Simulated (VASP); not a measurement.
BiB: single point with r2SCAN

Crystal: BiB.

```xyz
2
Lattice="0.0000 2.6268 2.6268 2.6268 0.0000 2.6268 2.6268 2.6268 0.0000" Properties=species:S:1:pos:R:3 pbc="T T T"
B     0.0000    0.0000    0.0000
Bi    2.6268    2.6268    2.6268
```

```yaml
Program: VASP 6.6.1
Task: single point
Functional: r2SCAN
Potentials_or_basis: VASP PAW PBE potentials, release 64 (B, Bi_d)
Cutoff: 520 eV
k_mesh: 8 × 8 × 8
Occupations: fermi-dirac, width 0.02 eV
Spin: no spin polarisation
```

The pressure is 0.0 GPa and the band gap on the k mesh is zero (bands 9 and 10 overlap by 4.38 eV).

Levels at points of the mesh, in eV from the Fermi level:
```tsv
k point	band 6	band 7	band 8	band 9	band 10	band 11	band 12	band 13
(0.00, 0.00, 0.00)	-14.93	-0.18	-0.18	-0.18	0.15	6.95	6.95	6.95
(0.50, 0.00, 0.00)	-11.88	-8.97	1.08	1.08	1.89	1.89	3.08	3.18
(0.50, 0.50, 0.00)	-10.92	-6.49	-4.42	-3.14	-3.14	4.43	9.06	9.06
```

Run time: 2 min on 1 thread of Intel Xeon 8259CL, with other jobs on the host, peak memory 0.17 GiB.

Caveat: the PAW data sets were made with another functional, which shifts forces and pressure a little; spin-orbit coupling is left out, which moves the levels of the heavy elements.
